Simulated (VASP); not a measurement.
A run of VASP 6.6.1 is set up as follows.

Contents of INCAR:

```
SYSTEM = Zn
ALGO = Normal ; EDIFF = 1E-6
ENCUT = 520 ; GGA = CA
ISIF = 2 ; ISMEAR = 1
LASPH = .True. ; LCHARG = .True.
LELF = .True. ; LREAL = .False.
LVHAR = .True. ; LWAVE = .False.
NBANDS = 19 ; NELM = 80
PREC = Accurate ; SIGMA = 0.01
```

KPOINTS

```
k-points
0
Gamma
  14 14 7
  0 0 0
```

The input POSCAR:

```
Zn
1.0
    2.5709734941      0.0000000000      0.0000000000
   -1.2854867470      2.2265283583      0.0000000000
    0.0000000000      0.0000000000      4.7361908757
Zn
2
Direct
    0.3333333333      0.6666666667      0.2500000000
    0.6666666667      0.3333333333      0.7500000000
```

Potentials or basis: VASP PAW LDA potentials, release 64 (Zn).

Run with:

```console
$ cat potpaw_LDA.64/Zn/POTCAR > POTCAR
$ mpirun -np 1 vasp_std > vasp.out
```

Q: Estimate the pressure.

A: 0.7 GPa.

Q: Estimate the band gap on the k mesh.

A: Zero (band 12 reaches 5.21 eV, above the bottom of band 13 at 0.86 eV).

Stress tensor (GPa, compression positive):
```
 1.76  0.00  0.00
 0.00  1.76  0.00
 0.00  0.00 -1.29
```
